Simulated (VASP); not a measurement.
# Pd (P6_3/mmc) in VASP: further runs

Runs on Pd. Level: LDA. Tasks: single point, relaxation of cell and atoms.

Program: VASP 6.6.1. These are calculated values, not measurements. Logs are shortened: lines on timing, memory, paths and dates and some standing lists are left out, and cuts for length are marked.

## Step 1: The cell of the first run

The structure is hexagonal, space group P6_3/mmc (No. 194). Conventional cell: a = 2.803 Å, b = 2.803 Å, c = 4.685 Å, α = 90.00°, β = 90.00°, γ = 120.00°. Pd (site symmetry -6m2) has 12 Pd at 2.80 to 2.85 Å within 3.7 Å.

## Step 2: Single point, LDA (volume scaled by 1.12)

Contents of INCAR:

```
SYSTEM = Pd
PREC = Accurate
ENCUT = 520
EDIFF = 1E-6
ISMEAR = -1
SIGMA = 0.1
LREAL = .False.
LASPH = .True.
NELM = 60
ALGO = Normal
ISIF = 2
LWAVE = .False.
LCHARG = .False.
NBANDS = 17
```

Contents of KPOINTS:

```
regular mesh
0
Gamma
  15 15 8
  0 0 0
```

Contents of POSCAR:

```
Pd
1.0
    2.8032800759      0.0000000000      0.0000000000
   -1.4016400379      2.4277117596      0.0000000000
    0.0000000000      0.0000000000      4.6851305719
Pd
2
Direct
    0.3333333333      0.6666666667      0.2500000000
    0.6666666667      0.3333333333      0.7500000000
```

Potentials or basis: VASP PAW LDA potentials, release 64 (Pd).

On the command line:

```
> cat potpaw_LDA.64/Pd/POTCAR > POTCAR
> mpirun -np 1 vasp_std > vasp.out
```

OUTCAR:

```text
SYSTEM = Pd
   PREC = Accurate
   ENCUT = 520
   EDIFF = 1E-6
   ISMEAR = -1
   LREAL = .False.
   LASPH = .True.
   NELM = 60
   ISIF = 2

 ion  position               nearest neighbor table
   1  0.333  0.667  0.250-   2 2.85   2 2.85   2 2.85   2 2.85   2 2.85   2 2.85
   2  0.667  0.333  0.750-   1 2.85   1 2.85   1 2.85   1 2.85   1 2.85   1 2.85

  LATTYP: Found a hexagonal cell.
 ALAT       =     2.8032800759
 C/A-ratio  =     1.6713030611

  Lattice vectors:

 A1 = (   2.8032800759,   0.0000000000,   0.0000000000)
 A2 = (  -1.4016400379,   2.4277117596,   0.0000000000)
 A3 = (   0.0000000000,   0.0000000000,   4.6851305719)

Analysis of symmetry for initial positions (statically):
=====================================================================
 Subroutine PRICEL returns:
 Original cell was already a primitive cell.

 Routine SETGRP: Setting up the symmetry group for a
 hexagonal supercell.

 Subroutine GETGRP returns: Found 24 space group operations
 (whereof 12 operations were pure point group operations)
 out of a pool of 24 trial point group operations.

The static configuration has the point symmetry D_3d.
 The point group associated with its full space group is D_6h.

Analysis of symmetry for dynamics (positions and initial velocities):
=====================================================================
 Subroutine PRICEL returns:
 Original cell was already a primitive cell.

 Routine SETGRP: Setting up the symmetry group for a
 hexagonal supercell.

 Subroutine GETGRP returns: Found 24 space group operations
 (whereof 12 operations were pure point group operations)
 out of a pool of 24 trial point group operations.

The dynamic configuration has the point symmetry D_3d.
 The point group associated with its full space group is D_6h.

 Subroutine INISYM returns: Found 24 space group operations
 (whereof 12 operations are pure point group operations),
 and found     1 'primitive' translations

----------------------------------------------------------------------------------------

                                     Primitive cell

  volume of cell :      31.8849

  direct lattice vectors                    reciprocal lattice vectors
     2.803280076  0.000000000  0.000000000     0.356724970  0.205955257  0.000000000
    -1.401640038  2.427711760  0.000000000     0.000000000  0.411910515  0.000000000
[... 83 lines left out ...]
   ENCUT  =  520.0 eV  38.22 Ry    6.18 a.u.   5.21  5.21  8.71*2*pi/ulx,y,z
   NELM   =     60;   NELMIN=  2; NELMDL= -5     # of ELM steps
   EDIFF  = 0.1E-05   stopping-criterion for ELM
   LREAL  =      F    real-space projection
   EDIFFG = 0.1E-04   stopping-criterion for IOM
   NSW    =      0    number of steps for IOM
   IBRION =     -1    ionic relax: 0-MD 1-quasi-New 2-CG
   NFREE  =      0    steps in history (QN), initial steepest desc. (CG)
   ISIF   =      2    stress and relaxation
   ISYM   =      2    0-nonsym 1-usesym 2-fastsym
   POTIM  = 0.5000    time-step for ionic-motion
   TEBEG  =    0.0;   TEEND  =   0.0 temperature during run
   PSTRESS=    0.0 pullay stress
   NELECT =      20.0000    total number of electrons
   NUPDOWN=      -1.0000    fix difference up-down
   EMIN   =  10.00;   EMAX   =-10.00  energy-range for DOS
   EFERMI =   0.00;   METHOD = LEGACY
   ISMEAR =    -1;   SIGMA  =   0.10  broadening in eV -4-tet -1-fermi 0-gaus
   EFERMI_NEDOS =   21; number of points for ismear=-14 and -15
   IALGO  =     38    algorithm
   IMIX   =      4    mixing-type and parameters
     AMIX     =   0.40;   BMIX     =  1.00
     AMIX_MAG =   1.60;   BMIX_MAG =  1.00
  volume/ion in A,a.u.               =      15.94       107.59
  Fermi-wavevector in a.u.,A,eV,Ry     =   1.401382  2.648227 26.720077  1.963870
  Thomas-Fermi vector in A             =   2.524248
   LORBIT       =      0    0 simple, 1 ext, 2 COOP (PROOUT), +10 PAW based schemes
   GGA     = CA    functional components
   LHFCALC =     F    Hartree Fock is set to
   AEXX    =    0.0000 exact exchange contribution
   IVDW    =     0    specifies the selected vdW correction
   LEPSILON=     F    determine dielectric tensor
   LRPA    =     F    only Hartree local field effects (RPA)
 non-spin polarized calculation
  energy-cutoff  :      520.00
  volume of cell :       31.88
 maximum number of plane-waves:       881
 NGX is ok and might be reduce to    24
   NGX = 11   NGY = 11   NGZ = 17

 number of electron      20.0000008 magnetization

 Free energy of the ion-electron system (eV)
  ---------------------------------------------------
  ext. energy  EPLUGINS =         0.00000000
  ---------------------------------------------------
  free energy    TOTEN  =       -12.77215589 eV

  energy without entropy =      -12.62726572  energy(sigma->0) =      -12.69971081

 E-fermi :   8.3486     XC(G=0): -13.0457

 val. band max:        8.3484058505   @ k =   0.4667   0.0000   0.1250
 cond. band min:       8.3531536943   @ k =   0.4667   0.0667   0.3750
 fundamental gap:      0.0047478438
 Fermi energy:         8.3485783241

 k-point     1 :       0.0000    0.0000    0.0000
  band No.  band energies     occupation
      1       1.6657      2.00000
      2       3.5228      2.00000
      3       5.6643      2.00000
      4       5.8804      2.00000
      5       5.8804      2.00000
      6       6.1890      2.00000
[... 457 lines left out ...]
      4       5.7132      2.00000
      5       5.8628      2.00000
      6       5.9537      2.00000
[... 9 lines left out ...]
     16      20.9369      0.00000
     17      21.7842      0.00000

 [... further k-points ...]

------------------------ aborting loop because EDIFF is reached ----------------------------------------

  FORCE on cell =-STRESS in cart. coord.  units (eV):
  Direction    XX          YY          ZZ          XY          YZ          ZX
  --------------------------------------------------------------------------------------
  -------------------------------------------------------------------------------------
  Total       -3.6416521     -3.6416521     -3.6574087     -0.0000000      0.0000000      0.0000000
  in kB     -182.9884719   -182.9884718   -183.7802206     -0.0000000      0.0000000      0.0000000
  external PRESSURE =    -183.2523881 kB  Pullay stress =       0.0000000 kB

 VOLUME and BASIS-vectors are now :
 -----------------------------------------------------------------------------
  energy-cutoff  :      520.00
  volume of cell :       31.88
      direct lattice vectors                 reciprocal lattice vectors
     2.803280076  0.000000000  0.000000000     0.356724970  0.205955257  0.000000000
    -1.401640038  2.427711760  0.000000000     0.000000000  0.411910515  0.000000000
     0.000000000  0.000000000  4.685130572     0.000000000  0.000000000  0.213441223

 POSITION                                       TOTAL-FORCE (eV/Angst)
 -----------------------------------------------------------------------------------
     -0.00000      1.61847      1.17128         0.000000      0.000000      0.000000
      1.40164      0.80924      3.51385        -0.000000      0.000000      0.000000
 -----------------------------------------------------------------------------------
    total drift:                               -0.000000      0.000000     -0.000000

  FREE ENERGIE OF THE ION-ELECTRON SYSTEM (eV)
  ---------------------------------------------------
  free  energy   TOTEN  =       -12.7721558928 eV

  energy  without entropy=      -12.6272657240  energy(sigma->0) =      -12.69971081
```

Wall time 17 s (1 thread of Intel Xeon 6975P-C (Granite Rapids), shared host); peak memory 0.18 GiB.

Results:

| Quantity | Value |
| --- | --- |
| Free energy | -12.7722 eV |
| Pressure | -18.3 GPa |
| Band gap on the k mesh | zero (band 10 reaches 8.49 eV, above the bottom of band 11 at 7.70 eV) |

Stress tensor (GPa, compression positive):
```
-18.30   0.00   0.00
  0.00 -18.30   0.00
  0.00   0.00 -18.38
```

Caveat: the cell differs from its parent crystal (volume scaled by 1.12).

## Step 3: Relaxation of cell and atoms, LDA

This run uses another cell than the first one, of 14.71 Å³/atom, 0.923 times its volume.

Contents of INCAR:

```
SYSTEM = Pd
ALGO = Normal
EDIFF = 1E-7
EDIFFG = -0.01
ENCUT = 600
IBRION = 2
ISIF = 3
ISMEAR = -1
LASPH = .True.
LCHARG = .False.
LREAL = .False.
LWAVE = .False.
NELM = 80
NSW = 80
PREC = Accurate
SIGMA = 0.1
```

Contents of KPOINTS:

```
k-points
0
Gamma
  13 13 7
  0 0 0
```

Contents of POSCAR:

```
Pd
1.0
    2.7505001182      0.0000000000      0.0000000000
   -1.3752500591      2.3820029755      0.0000000000
    0.0000000000      0.0000000000      4.4915666931
Pd
2
Direct
    0.3333333333      0.6666666667      0.2500000000
    0.6666666667      0.3333333333      0.7500000000
```

Potentials or basis: VASP PAW LDA potentials, release 64 (Pd).

On the command line:

```
> cat potpaw_LDA.64/Pd/POTCAR > POTCAR
> mpirun -np 1 vasp_std > vasp.out
```

Wall time 50 s (1 thread of Intel Xeon 6975P-C (Granite Rapids), shared host); peak memory 0.17 GiB.

The run converged. Its results:

```yaml
Free_energy: -12.9839 eV
Relaxed_volume: 14.25 Å³/atom
Relaxed_cell: a = 2.701 Å, b = 2.701 Å, c = 4.511 Å, α = 90.00°, β = 90.00°, γ = 120.00°
Space_group_after_relaxing_to_0.05_Å: P6_3/mmc (No. 194)
Energy_gained_by_relaxing: 11.9 meV/atom
Ionic_steps: 9
Pressure_after_relaxing: 0.0 GPa
Band_gap_on_the_k_mesh: zero (band 10 reaches 10.39 eV, above the bottom of band 11 at 9.58 eV)
```

Step by step:
| step | energy change (eV) | largest force (eV/Å) | pressure (GPa) | volume (Å³) |
| --- | --- | --- | --- | --- |
| 1 | 0.0000 | 0.0000 | -6.43 | 29.43 |
| 2 | 0.0402 | 0.0000 | 14.12 | 26.98 |
| 3 | -0.0208 | 0.0000 | 0.17 | 28.49 |
| 4 | -0.0208 | 0.0000 | 0.32 | 28.47 |
| 5 | -0.0234 | 0.0000 | 0.19 | 28.48 |
| 6 | -0.0237 | 0.0000 | 0.17 | 28.48 |
| 7 | -0.0238 | 0.0000 | 0.17 | 28.48 |
| 8 | -0.0237 | 0.0000 | -0.30 | 28.54 |
| 9 | -0.0238 | 0.0000 | 0.00 | 28.50 |

Final structure:
```
Pd
1.0
     2.70118    0.00000    0.00000
    -1.35059    2.33929    0.00000
     0.00000    0.00000    4.51070
Pd
2
Direct
  0.33333 0.66667 0.25000
  0.66667 0.33333 0.75000
```

Levels at points of the mesh, in eV from the Fermi level:
```csv
k point,band 6,band 7,band 8,band 9,band 10,band 11,band 12,band 13,band 14
"(0.00, 0.00, 0.00)",-2.58,-2.58,-1.80,-1.80,-0.27,-0.27,0.64,7.15,17.13
```

## Step 4: Single point, LDA

This run uses another cell than the first one, of 14.23 Å³/atom, 0.893 times its volume.

Contents of INCAR:

```
PREC = Accurate
ENCUT = 520
EDIFF = 1E-6
ISMEAR = -1
SIGMA = 0.1
LREAL = False
LASPH = True
NELM = 100
ALGO = Normal
ISIF = 2
LWAVE = False
LCHARG = False
GGA = CA
NBANDS = 17
```

Contents of KPOINTS:

```
Automatic mesh
0
Gamma
  22 22 12
```

Contents of POSCAR:

```
Pd
1.0
    2.6993579780      0.0000000000      0.0000000000
   -1.3496789890      2.3377125828      0.0000000000
    0.0000000000      0.0000000000      4.5114452516
Pd
2
Direct
    0.3333333333      0.6666666667      0.2500000000
    0.6666666667      0.3333333333      0.7500000000
```

On the command line:

```
> cat potpaw_LDA.64/Pd/POTCAR > POTCAR
> mpirun -np 1 vasp_std > vasp.out
```

Run time: 45 s. Hardware: 1 thread of Intel Xeon 6975P-C (Granite Rapids), shared host; peak memory 0.24 GiB.

The run converged. Its results:

| Item | Value |
| --- | --- |
| Free energy | -12.9854 eV |
| Pressure | 0.3 GPa |
| Band gap on the k mesh | zero (band 10 reaches 10.47 eV, above the bottom of band 11 at 9.48 eV) |

Stress tensor (GPa, compression positive):
```
 0.52  0.00  0.00
 0.00  0.52  0.00
 0.00  0.00 -0.15
```

Levels at points of the mesh, in eV from the Fermi level:
```
           k point  band 6  band 7  band 8  band 9  band 10  band 11  band 12  band 13  band 14  band 15
(0.00, 0.00, 0.00)   -2.58   -2.58   -1.80   -1.80    -0.27    -0.27     0.63     7.15    17.14    18.68
(0.50, 0.00, 0.00)   -2.36   -1.96    0.01    0.02     0.23     2.63     4.66     9.80    10.08    13.33
(0.00, 0.00, 0.50)   -3.00   -3.00   -3.00   -0.77    -0.77    -0.77    -0.77    14.24    14.24    17.70
(0.50, 0.00, 0.50)   -1.68   -0.56   -0.56    0.14     0.14     2.57     2.57     8.50     8.50    16.45
```

## Step 5: The runs side by side

```csv
task,cell,k mesh,cutoff (eV),gap on the mesh (eV),pressure (GPa)
single point,"a = 2.803, b = 2.803, c = 4.685 Å, angles 90.0, 90.0, 120.0°, 2 atoms",15 × 15 × 8,520,none,-18.3
relaxation of cell and atoms,"relaxed from a = 2.751, b = 2.751, c = 4.492 Å, angles 90.0, 90.0, 120.0°, 2 atoms",13 × 13 × 7,600,none,0.0
single point,"a = 2.699, b = 2.699, c = 4.511 Å, angles 90.0, 90.0, 120.0°, 2 atoms",22 × 22 × 12,520,none,0.3
```

Alike in all rows: level LDA; potentials or basis VASP PAW LDA potentials, release 64 (Pd); no spin polarisation; smearing fermi-dirac 0.1 eV.

Total energies depend on the potentials used, so only differences within one code and one set of settings carry meaning.
